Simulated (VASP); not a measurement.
# NaCl (Fm-3m) in VASP: single point with PBE

Aim: the single point of NaCl with PBE.

Everything below comes from runs of VASP 6.6.1. Logs are shortened: lines on timing, memory, paths and dates and some standing lists are left out, and cuts for length are marked.

### Step 1. The cell of the first run

The structure is cubic, space group Fm-3m (No. 225). Conventional cell: a = 5.620 Å, b = 5.620 Å, c = 5.620 Å, α = 90.00°, β = 90.00°, γ = 90.00°. Within 3.7 Å of Na (site symmetry m-3m) lie 6 Cl at 2.81 Å. Within 3.7 Å of Cl (site symmetry m-3m) lie 6 Na at 2.81 Å.

### Step 2. Single point, PBE

INCAR reads:

```
SYSTEM = NaCl
ALGO     = Normal         ! electronic algorithm
EDIFF    = 1E-6           ! SCF threshold, eV
ENCUT    = 500            ! plane-wave cutoff, eV
GGA      = PE             ! functional
GGA_COMPAT= .False.      
ISIF     = 2              ! what is computed and relaxed
ISMEAR   = 0              ! smearing method
LASPH    = .True.         ! aspherical terms in the spheres
LCHARG   = .False.        ! write CHGCAR
LREAL    = .False.        ! projectors in reciprocal space
LWAVE    = .False.        ! write WAVECAR
NBANDS   = 14             ! bands
NELM     = 120            ! most SCF steps
PREC     = Accurate       ! precision mode
SIGMA    = 0.01           ! smearing width, eV
```

KPOINTS reads:

```
k-points
0
Gamma
  3 3 3
  0 0 0
```

POSCAR reads:

```
NaCl
1.0
    0.0000000000      2.8100000000      2.8100000000
    2.8100000000      0.0000000000      2.8100000000
    2.8100000000      2.8100000000      0.0000000000
Na Cl
1 1
Direct
    0.0000000000      0.0000000000      0.0000000000
    0.5000000000      0.5000000000      0.5000000000
```

Potentials or basis: VASP PAW PBE potentials, release 64 (Na_pv, Cl).

Started as:

```sh
$ cat potpaw_PBE.64/Na_pv/POTCAR potpaw_PBE.64/Cl/POTCAR > POTCAR
$ mpirun -np 1 vasp_std > vasp.out
```

OUTCAR:

```text
SYSTEM = NaCl
   EDIFF = 1E-6
   ENCUT = 500
   GGA = PE
   ISIF = 2
   ISMEAR = 0
   LASPH = .True.
   LREAL = .False.
   NELM = 120
   PREC = Accurate

 ion  position               nearest neighbor table
   1  0.000  0.000  0.000-
   2  0.500  0.500  0.500-

  LATTYP: Found a face centered cubic cell.
 ALAT       =     5.6200000000

  Lattice vectors:

 A1 = (   0.0000000000,   2.8100000000,   2.8100000000)
 A2 = (   2.8100000000,   0.0000000000,   2.8100000000)
 A3 = (   2.8100000000,   2.8100000000,   0.0000000000)

Analysis of symmetry for initial positions (statically):
=====================================================================
 Subroutine PRICEL returns:
 Original cell was already a primitive cell.

 Routine SETGRP: Setting up the symmetry group for a
 face centered cubic supercell.

 Subroutine GETGRP returns: Found 48 space group operations
 (whereof 48 operations were pure point group operations)
 out of a pool of 48 trial point group operations.

The static configuration has the point symmetry O_h .

Analysis of symmetry for dynamics (positions and initial velocities):
=====================================================================
 Subroutine PRICEL returns:
 Original cell was already a primitive cell.

 Routine SETGRP: Setting up the symmetry group for a
 face centered cubic supercell.

 Subroutine GETGRP returns: Found 48 space group operations
 (whereof 48 operations were pure point group operations)
 out of a pool of 48 trial point group operations.

The dynamic configuration has the point symmetry O_h .

 Subroutine INISYM returns: Found 48 space group operations
 (whereof 48 operations are pure point group operations),
 and found     1 'primitive' translations

----------------------------------------------------------------------------------------

                                     Primitive cell

  volume of cell :      44.3761

  direct lattice vectors                    reciprocal lattice vectors
     0.000000000  2.810000000  2.810000000    -0.177935943  0.177935943  0.177935943
     2.810000000  0.000000000  2.810000000     0.177935943 -0.177935943  0.177935943
     2.810000000  2.810000000  0.000000000     0.177935943  0.177935943 -0.177935943

  length of vectors
     3.973940110  3.973940110  3.973940110     0.308194094  0.308194094  0.308194094

  position of ions in fractional coordinates (direct lattice)
     0.000000000  0.000000000  0.000000000
     0.500000000  0.500000000  0.500000000

  ion indices of the primitive-cell ions
   primitive index   ion index
                 1           1
                 2           2

----------------------------------------------------------------------------------------

 KPOINTS: k-points

Automatic generation of k-mesh.
 Grid dimensions read from file:
 generate k-points for:    3    3    3

 Generating k-lattice:

  Cartesian coordinates                     Fractional coordinates (reciprocal lattice)
    -0.059311981  0.059311981  0.059311981     0.333333333  0.000000000  0.000000000
     0.059311981 -0.059311981  0.059311981     0.000000000  0.333333333  0.000000000
     0.059311981  0.059311981 -0.059311981     0.000000000  0.000000000  0.333333333

  Length of vectors
     0.102731365  0.102731365  0.102731365

  Shift w.r.t. Gamma in fractional coordinates (k-lattice)
     0.000000000  0.000000000  0.000000000

 Subroutine IBZKPT returns following result:
 ===========================================

 Found      4 irreducible k-points:

 Following reciprocal coordinates:
            Coordinates               Weight
  0.000000  0.000000  0.000000      1.000000
  0.333333  0.000000  0.000000      8.000000
  0.333333  0.333333  0.000000      6.000000
 -0.333333  0.333333  0.000000     12.000000
   k-points           NKPTS =      4   k-points in BZ     NKDIM =      4   number of bands    NBANDS=     14
   number of dos      NEDOS =    301   number of ions     NIONS =      2
   total plane-waves  NPLWV =  27000
   dimension x,y,z NGX =    30 NGY =   30 NGZ =   30
   dimension x,y,z NGXF=    60 NGYF=   60 NGZF=   60
   ions per type =               1   1
   NGX,Y,Z   is equivalent  to a cutoff of  12.55, 12.55, 12.55 a.u.
   NGXF,Y,Z  is equivalent  to a cutoff of  25.10, 25.10, 25.10 a.u.
 SYSTEM =  NaCl
   PREC   = accura    normal or accurate (medium, high low for compatibility)
   ISTART =      0    job   : 0-new  1-cont  2-samecut
   ICHARG =      2    charge: 1-file 2-atom 10-const
   ISPIN  =      1    spin polarized calculation?
   LNONCOLLINEAR =      F non collinear calculations
   LSORBIT =      F    spin-orbit coupling
   LASPH  =      T    aspherical Exc in radial PAW
   ENCUT  =  500.0 eV  36.75 Ry    6.06 a.u.   7.25  7.25  7.25*2*pi/ulx,y,z
   NELM   =    120;   NELMIN=  2; NELMDL= -5     # of ELM steps
   EDIFF  = 0.1E-05   stopping-criterion for ELM
   LREAL  =      F    real-space projection
[... 7 lines left out ...]
   TEBEG  =    0.0;   TEEND  =   0.0 temperature during run
   PSTRESS=    0.0 pullay stress
   NELECT =      14.0000    total number of electrons
   NUPDOWN=      -1.0000    fix difference up-down
   EMIN   =  10.00;   EMAX   =-10.00  energy-range for DOS
   EFERMI =   0.00;   METHOD = LEGACY
   ISMEAR =     0;   SIGMA  =   0.01  broadening in eV -4-tet -1-fermi 0-gaus
   EFERMI_NEDOS =   21; number of points for ismear=-14 and -15
   IALGO  =     38    algorithm
   IMIX   =      4    mixing-type and parameters
     AMIX     =   0.40;   BMIX     =  1.00
     AMIX_MAG =   1.60;   BMIX_MAG =  1.00
  volume/ion in A,a.u.               =      22.19       149.73
  Fermi-wavevector in a.u.,A,eV,Ry     =   1.114469  2.106040 16.898985  1.242040
  Thomas-Fermi vector in A             =   2.251064
   LORBIT       =      0    0 simple, 1 ext, 2 COOP (PROOUT), +10 PAW based schemes
   GGA     = PE    functional components
   LHFCALC =     F    Hartree Fock is set to
   AEXX    =    0.0000 exact exchange contribution
   IVDW    =     0    specifies the selected vdW correction
   LEPSILON=     F    determine dielectric tensor
   LRPA    =     F    only Hartree local field effects (RPA)
 non-spin polarized calculation
 Gauss-broadening in eV      SIGMA  =   0.01
  energy-cutoff  :      500.00
  volume of cell :       44.38
 maximum number of plane-waves:      1139
 NGX is ok and might be reduce to    30
   NGX = 15   NGY = 15   NGZ = 15

 number of electron      14.0000000 magnetization

 Free energy of the ion-electron system (eV)
  ---------------------------------------------------
  ext. energy  EPLUGINS =         0.00000000
  ---------------------------------------------------
  free energy    TOTEN  =        -6.75293627 eV

  energy without entropy =       -6.75293627  energy(sigma->0) =       -6.75293627

 E-fermi :  -0.5756     XC(G=0):  -8.2049

 val. band max:       -0.6508022549   @ k =   0.0000   0.0000   0.0000
 cond. band min:       4.4884625047   @ k =   0.0000   0.0000   0.0000
 fundamental gap:      5.1392647595
 Fermi energy:        -0.5755501199

 k-point     1 :       0.0000    0.0000    0.0000
  band No.  band energies     occupation
      1     -21.4763      2.00000
      2     -21.4763      2.00000
      3     -21.4763      2.00000
      4     -13.3317      2.00000
      5      -0.6508      2.00000
      6      -0.6508      2.00000
      7      -0.6508      2.00000
      8       4.4885      0.00000
      9      10.4700      0.00000
     10      10.4700      0.00000
     11      10.4700      0.00000
     12      12.6442      0.00000
     13      12.6442      0.00000
     14      14.2733      0.00000

 k-point     2 :       0.3333    0.0000    0.0000
  band No.  band energies     occupation
      1     -21.4994      2.00000
      2     -21.4780      2.00000
      3     -21.4780      2.00000
      4     -13.0743      2.00000
      5      -2.2094      2.00000
      6      -0.8563      2.00000
      7      -0.8563      2.00000
      8       6.4239      0.00000
      9       9.4765      0.00000
     10      10.5689      0.00000
     11      10.5689      0.00000
     12      13.4250      0.00000
     13      13.4250      0.00000
     14      14.6466      0.00000

 k-point     3 :       0.3333    0.3333    0.0000
  band No.  band energies     occupation
      1     -21.4938      2.00000
      2     -21.4826      2.00000
      3     -21.4826      2.00000
      4     -13.0253      2.00000
      5      -2.0776      2.00000
      6      -1.1198      2.00000
      7      -1.1198      2.00000
      8       7.0142      0.00000
      9       7.8868      0.00000
     10       9.9299      0.00000
     11      12.7198      0.00000
     12      12.7198      0.00000
     13      13.9871      0.00000
     14      18.2357      0.00000

 k-point     4 :      -0.3333    0.3333    0.0000
  band No.  band energies     occupation
      1     -21.4953      2.00000
      2     -21.4913      2.00000
      3     -21.4812      2.00000
      4     -12.9339      2.00000
      5      -2.0015      2.00000
      6      -1.8976      2.00000
      7      -1.0843      2.00000
      8       7.9193      0.00000
      9       8.7327      0.00000
     10       9.5753      0.00000
     11      11.7001      0.00000
     12      13.1165      0.00000
     13      14.0868      0.00000
     14      17.6277      0.00000

------------------------ aborting loop because EDIFF is reached ----------------------------------------

  FORCE on cell =-STRESS in cart. coord.  units (eV):
  Direction    XX          YY          ZZ          XY          YZ          ZX
  --------------------------------------------------------------------------------------
  -------------------------------------------------------------------------------------
  Total        0.3288949      0.3288949      0.3288949     -0.0000000      0.0000000      0.0000000
  in kB       11.8745932     11.8745932     11.8745932     -0.0000000      0.0000000      0.0000000
  external PRESSURE =      11.8745932 kB  Pullay stress =       0.0000000 kB

 VOLUME and BASIS-vectors are now :
 -----------------------------------------------------------------------------
  energy-cutoff  :      500.00
  volume of cell :       44.38
      direct lattice vectors                 reciprocal lattice vectors
     0.000000000  2.810000000  2.810000000    -0.177935943  0.177935943  0.177935943
     2.810000000  0.000000000  2.810000000     0.177935943 -0.177935943  0.177935943
     2.810000000  2.810000000  0.000000000     0.177935943  0.177935943 -0.177935943

 POSITION                                       TOTAL-FORCE (eV/Angst)
 -----------------------------------------------------------------------------------
      0.00000      0.00000      0.00000        -0.000000     -0.000000     -0.000000
      2.81000      2.81000      2.81000         0.000000      0.000000      0.000000
 -----------------------------------------------------------------------------------
    total drift:                               -0.000000      0.000000      0.000000

  FREE ENERGIE OF THE ION-ELECTRON SYSTEM (eV)
  ---------------------------------------------------
  free  energy   TOTEN  =        -6.7529362671 eV

  energy  without entropy=       -6.7529362671  energy(sigma->0) =       -6.75293627
```

Wall time 5.9 s (1 thread of Intel Xeon Platinum 8488C (Sapphire Rapids), shared host); peak memory 0.15 GiB.

Results:

| Property | Result |
| --- | --- |
| Free energy | -6.7529 eV |
| Pressure | 1.2 GPa |
| Band gap on the k mesh | 5.14 eV, direct |

Caveat: the k points lie up to 0.65 Å⁻¹ apart. As with any semilocal functional, this PBE gap is likely too small.
